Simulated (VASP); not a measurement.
# PbS (P-6m2) in VASP: settings compared, part 2 of 2

VASP 6.6.1.

### Step 4. Single point, PBEsol (volume scaled by 0.94)

Input file INCAR:

```
SYSTEM = PbS
PREC = Accurate
ENCUT = 520
EDIFF = 1E-6
ISMEAR = -1
SIGMA = 0.05
LREAL = .False.
LASPH = .True.
NELM = 60
ALGO = Normal
ISIF = 2
LWAVE = .False.
LCHARG = .True.
GGA = PS
LELF = .True.
LVHAR = .True.
NBANDS = 17
```

Input file KPOINTS:

```
Automatic mesh
0
Gamma
  8 8 7
  0 0 0
```

Input file POSCAR:

```
PbS
1.0
    4.0062110427      0.0000000000      0.0000000000
   -2.0031055213      3.4694805360      0.0000000000
    0.0000000000      0.0000000000      3.7108357707
Pb S
1 1
Direct
    0.0000000000      0.0000000000      0.0000000000
    0.6666666667      0.3333333333      0.5000000000
```

Potentials or basis: VASP PAW PBE potentials, release 64 (Pb_d, S).

On the command line:

```sh
$ cat potpaw_PBE.64/Pb_d/POTCAR potpaw_PBE.64/S/POTCAR > POTCAR
$ mpirun -np 1 vasp_std > vasp.out
```

OUTCAR:

```text
SYSTEM = PbS
   PREC = Accurate
   ENCUT = 520
   EDIFF = 1E-6
   ISMEAR = -1
   LREAL = .False.
   LASPH = .True.
   NELM = 60
   ISIF = 2
   GGA = PS

 ion  position               nearest neighbor table
   1  0.000  0.000  0.000-   2 2.97   2 2.97   2 2.97   2 2.97   2 2.97   2 2.97
   2  0.667  0.333  0.500-   1 2.97   1 2.97   1 2.97   1 2.97   1 2.97   1 2.97

  LATTYP: Found a hexagonal cell.
 ALAT       =     4.0062110427
 C/A-ratio  =     0.9262706660

  Lattice vectors:

 A1 = (   4.0062110427,   0.0000000000,   0.0000000000)
 A2 = (  -2.0031055213,   3.4694805360,   0.0000000000)
 A3 = (   0.0000000000,   0.0000000000,   3.7108357707)

Analysis of symmetry for initial positions (statically):
=====================================================================
 Subroutine PRICEL returns:
 Original cell was already a primitive cell.

 Routine SETGRP: Setting up the symmetry group for a
 hexagonal supercell.

 Subroutine GETGRP returns: Found 12 space group operations
 (whereof 12 operations were pure point group operations)
 out of a pool of 24 trial point group operations.

The static configuration has the point symmetry D_3h.

Analysis of symmetry for dynamics (positions and initial velocities):
=====================================================================
 Subroutine PRICEL returns:
 Original cell was already a primitive cell.

 Routine SETGRP: Setting up the symmetry group for a
 hexagonal supercell.

 Subroutine GETGRP returns: Found 12 space group operations
 (whereof 12 operations were pure point group operations)
 out of a pool of 24 trial point group operations.

The dynamic configuration has the point symmetry D_3h.

 Subroutine INISYM returns: Found 12 space group operations
 (whereof 12 operations are pure point group operations),
 and found     1 'primitive' translations

----------------------------------------------------------------------------------------

[... 109 lines left out ...]
   IALGO  =     38    algorithm
   IMIX   =      4    mixing-type and parameters
     AMIX     =   0.40;   BMIX     =  1.00
     AMIX_MAG =   1.60;   BMIX_MAG =  1.00
  volume/ion in A,a.u.               =      25.79       174.03
  Fermi-wavevector in a.u.,A,eV,Ry     =   1.193791  2.255937 19.390153  1.425136
  Thomas-Fermi vector in A             =   2.329796
   LORBIT       =      0    0 simple, 1 ext, 2 COOP (PROOUT), +10 PAW based schemes
   GGA     = PS    functional components
   LHFCALC =     F    Hartree Fock is set to
   AEXX    =    0.0000 exact exchange contribution
   IVDW    =     0    specifies the selected vdW correction
   LEPSILON=     F    determine dielectric tensor
   LRPA    =     F    only Hartree local field effects (RPA)
 non-spin polarized calculation
  energy-cutoff  :      520.00
  volume of cell :       51.58
 maximum number of plane-waves:      1424
 NGX is ok and might be reduce to    30
   NGX = 15   NGY = 15   NGZ = 13

 number of electron      20.0000002 magnetization

 Free energy of the ion-electron system (eV)
  ---------------------------------------------------
  ext. energy  EPLUGINS =         0.00000000
  ---------------------------------------------------
  free energy    TOTEN  =        -9.21042276 eV

  energy without entropy =       -9.20803380  energy(sigma->0) =       -9.20922828

 E-fermi :   5.6235     XC(G=0):  -9.9296

 val. band max:        5.4955225828   @ k =   0.0000   0.0000   0.4286
 cond. band min:       5.6265205095   @ k =   0.3750   0.2500   0.4286
 fundamental gap:      0.1309979267
 Fermi energy:         5.6234714060

 k-point     1 :       0.0000    0.0000    0.0000
  band No.  band energies     occupation
      1     -11.0933      2.00000
      2     -11.0516      2.00000
      3     -11.0516      2.00000
      4     -10.9408      2.00000
      5     -10.9408      2.00000
      6      -7.8660      2.00000
[... 457 lines left out ...]
      4     -10.9767      2.00000
      5     -10.9559      2.00000
      6      -6.3617      2.00000
[... 9 lines left out ...]
     16      16.1944      0.00000
     17      18.0697      0.00000

 [... further k-points ...]

------------------------ aborting loop because EDIFF is reached ----------------------------------------

  FORCE on cell =-STRESS in cart. coord.  units (eV):
  Direction    XX          YY          ZZ          XY          YZ          ZX
  --------------------------------------------------------------------------------------
  -------------------------------------------------------------------------------------
  Total       -0.0349830     -0.0349830      0.2758903     -0.0000000      0.0000000     -0.0000000
  in kB       -1.0866703     -1.0866703      8.5699240     -0.0000000      0.0000000     -0.0000000
  external PRESSURE =       2.1321945 kB  Pullay stress =       0.0000000 kB

 VOLUME and BASIS-vectors are now :
 -----------------------------------------------------------------------------
  energy-cutoff  :      520.00
  volume of cell :       51.58
      direct lattice vectors                 reciprocal lattice vectors
     4.006211043  0.000000000  0.000000000     0.249612412  0.144113793  0.000000000
    -2.003105521  3.469480536  0.000000000     0.000000000  0.288227586  0.000000000
     0.000000000  0.000000000  3.710835771     0.000000000  0.000000000  0.269481072

 POSITION                                       TOTAL-FORCE (eV/Angst)
 -----------------------------------------------------------------------------------
      0.00000      0.00000      0.00000         0.000000     -0.000000      0.000000
      2.00311      1.15649      1.85542        -0.000000      0.000000      0.000000
 -----------------------------------------------------------------------------------
    total drift:                               -0.000000      0.000000      0.000000

  FREE ENERGIE OF THE ION-ELECTRON SYSTEM (eV)
  ---------------------------------------------------
  free  energy   TOTEN  =        -9.2104227576 eV

  energy  without entropy=       -9.2080338024  energy(sigma->0) =       -9.20922828
```

OSZICAR:

```text
N       E                     dE             d eps       ncg     rms          rms(c)
DAV:   1     0.157789654079E+03    0.15779E+03   -0.97031E+03  1368   0.124E+03
DAV:   2     0.234329526655E+01   -0.15545E+03   -0.14953E+03  1444   0.314E+02
DAV:   3    -0.939748936478E+01   -0.11741E+02   -0.11569E+02  1777   0.911E+01
DAV:   4    -0.967986276574E+01   -0.28237E+00   -0.28212E+00  1764   0.157E+01
DAV:   5    -0.969132089312E+01   -0.11458E-01   -0.11457E-01  2051   0.297E+00    0.465E+00
DAV:   6    -0.922162966679E+01    0.46969E+00   -0.12733E+00  2162   0.842E+00    0.318E+00
DAV:   7    -0.921339921888E+01    0.82304E-02   -0.11538E-01  1727   0.179E+00    0.167E+00
DAV:   8    -0.921061171622E+01    0.27875E-02   -0.12562E-02  1667   0.107E+00    0.119E-01
DAV:   9    -0.921033913727E+01    0.27258E-03   -0.24033E-03  2196   0.369E-01    0.952E-02
DAV:  10    -0.921042338346E+01   -0.84246E-04   -0.21291E-04  1543   0.884E-02    0.448E-02
DAV:  11    -0.921042237143E+01    0.10120E-05   -0.21431E-05  1910   0.459E-02    0.991E-03
DAV:  12    -0.921042275762E+01   -0.38619E-06   -0.15659E-06  1504   0.170E-02
   1 F= -.92104228E+01 E0= -.92092283E+01  d E =-.238896E-02
```

Wall time 15 s (1 thread of Intel Xeon 6975P-C (Granite Rapids), shared host); peak memory 0.18 GiB.

Results:

* Free energy: -9.2104 eV
* Pressure: 0.2 GPa
* Band gap on the k mesh: zero (band 10 reaches 5.76 eV, above the bottom of band 11 at 5.63 eV)

Stress tensor (GPa, compression positive):
```
-0.11  0.00  0.00
 0.00 -0.11  0.00
 0.00  0.00  0.86
```

Caveat: the PAW data sets were made with another functional, which shifts forces and pressure a little; spin-orbit coupling is left out, which moves the levels of the heavy elements.

### Step 5. Single point, LDA (volume scaled by 0.96)

Input file INCAR:

```
SYSTEM = PbS
ALGO = Normal
EDIFF = 1E-6
ENCUT = 520
ISIF = 2
ISMEAR = -1
LASPH = .TRUE.
LCHARG = .FALSE.
LREAL = .FALSE.
LWAVE = .FALSE.
NBANDS = 17
NELM = 100
PREC = Accurate
SIGMA = 0.05
```

Input file KPOINTS:

```
k-points
0
G
  8 8 7
  0 0 0
```

Input file POSCAR:

```
PbS
1.0
    4.0344247261      0.0000000000      0.0000000000
   -2.0172123630      3.4939143025      0.0000000000
    0.0000000000      0.0000000000      3.7369692780
Pb S
1 1
Direct
    0.0000000000      0.0000000000      0.0000000000
    0.6666666667      0.3333333333      0.5000000000
```

Potentials or basis: VASP PAW LDA potentials, release 64 (Pb_d, S).

On the command line:

```sh
$ cat potpaw_LDA.64/Pb_d/POTCAR potpaw_LDA.64/S/POTCAR > POTCAR
$ mpirun -np 1 vasp_std > vasp.out
```

Run time: 12 s. Hardware: 1 thread of Intel Xeon 6975P-C (Granite Rapids), shared host; peak memory 0.16 GiB.

It converged, with:

```
Free energy            : -9.7272 eV
Pressure               : -2.6 GPa
Band gap on the k mesh : zero (band 10 reaches 5.38 eV, above the bottom of band 11 at 5.30 eV)
```

Stress tensor (GPa, compression positive):
```
-2.63  0.00  0.00
 0.00 -2.63  0.00
 0.00  0.00 -2.39
```

Levels at points of the mesh, in eV from the Fermi level:
| k point | band 6 | band 7 | band 8 | band 9 | band 10 | band 11 | band 12 | band 13 | band 14 | band 15 |
| --- | --- | --- | --- | --- | --- | --- | --- | --- | --- | --- |
| (0.00, 0.00, 0.00) | -13.30 | -6.26 | -2.19 | -1.66 | -1.66 | 3.51 | 3.51 | 5.21 | 6.77 | 7.08 |
| (0.50, 0.00, 0.00) | -12.07 | -8.55 | -2.76 | -1.78 | -1.12 | 2.04 | 4.02 | 5.38 | 5.50 | 11.18 |

Caveat: spin-orbit coupling is left out, which moves the levels of the heavy elements.

### Step 6. Single point, PBEsol (volume scaled by 0.96)

Input file INCAR:

```
SYSTEM = PbS
PREC = Accurate ; ENCUT = 520
EDIFF = 1E-7 ; ISMEAR = -1
SIGMA = 0.05 ; LREAL = .FALSE.
LASPH = .TRUE. ; NELM = 80
ALGO = Normal ; ISIF = 2
LWAVE = .FALSE. ; LCHARG = .FALSE.
GGA = PS ; NBANDS = 17
```

Input file KPOINTS:

```
Automatic mesh
0
G
  8 8 7
  0 0 0
```

POSCAR is that of step 5.

Potentials or basis: VASP PAW PBE potentials, release 64 (Pb_d, S).

On the command line:

```sh
$ cat potpaw_PBE.64/Pb_d/POTCAR potpaw_PBE.64/S/POTCAR > POTCAR
$ mpirun -np 1 vasp_std > vasp.out
```

It took 15 s on 1 thread of Intel Xeon 6975P-C (Granite Rapids), shared host; peak memory 0.18 GiB.

The run converged. Its results:

```yaml
Free_energy: -9.2085 eV
Pressure: -0.9 GPa
Band_gap_on_the_k_mesh: zero (band 10 reaches 5.48 eV, above the bottom of band 11 at 5.44 eV)
```

Stress tensor (GPa, compression positive):
```
-1.08  0.00  0.00
 0.00 -1.08  0.00
 0.00  0.00 -0.60
```

Levels at points of the mesh, in eV from the Fermi level:
| k point | band 7 | band 8 | band 9 | band 10 | band 11 | band 12 | band 13 | band 14 |
| --- | --- | --- | --- | --- | --- | --- | --- | --- |
| (0.00, 0.00, 0.00) | -6.27 | -2.22 | -1.71 | -1.71 | 3.53 | 3.53 | 5.16 | 6.82 |
| (0.50, 0.00, 0.00) | -8.56 | -2.80 | -1.79 | -1.17 | 2.04 | 4.04 | 5.33 | 5.54 |

Caveat: the PAW data sets were made with another functional, which shifts forces and pressure a little; spin-orbit coupling is left out, which moves the levels of the heavy elements.

### Step 7. Summary

```csv
level,potentials or basis,cell,k mesh,smearing,gap on the mesh (eV),pressure (GPa)
PBE,"VASP PAW PBE potentials, release 64 (Pb_d, S)","a = 4.090, b = 4.090, c = 3.788 Å, angles 90.0, 90.0, 120.0°, 2 atoms",5 × 5 × 4,fermi-dirac 0.03 eV,0.15,-0.1
LDA,"VASP PAW LDA potentials, release 64 (Pb_d, S)","a = 4.006, b = 4.006, c = 3.711 Å, angles 90.0, 90.0, 120.0°, 2 atoms",8 × 8 × 7,fermi-dirac 0.05 eV,none,-1.4
PBEsol,"VASP PAW PBE potentials, release 64 (Pb_d, S)","a = 4.006, b = 4.006, c = 3.711 Å, angles 90.0, 90.0, 120.0°, 2 atoms",8 × 8 × 7,fermi-dirac 0.05 eV,none,0.2
LDA,"VASP PAW LDA potentials, release 64 (Pb_d, S)","a = 4.034, b = 4.034, c = 3.737 Å, angles 90.0, 90.0, 120.0°, 2 atoms",8 × 8 × 7,fermi-dirac 0.05 eV,none,-2.6
PBEsol,"VASP PAW PBE potentials, release 64 (Pb_d, S)","a = 4.034, b = 4.034, c = 3.737 Å, angles 90.0, 90.0, 120.0°, 2 atoms",8 × 8 × 7,fermi-dirac 0.05 eV,none,-0.9
```

Alike in all rows: task single point; no spin polarisation; cutoff (eV) 520.

Caveats: spin-orbit coupling is left out, which moves the levels of the heavy elements; the PAW data sets were made with another functional, which shifts forces and pressure a little (some runs).

Absolute energies hang on the potentials; compare differences alone.
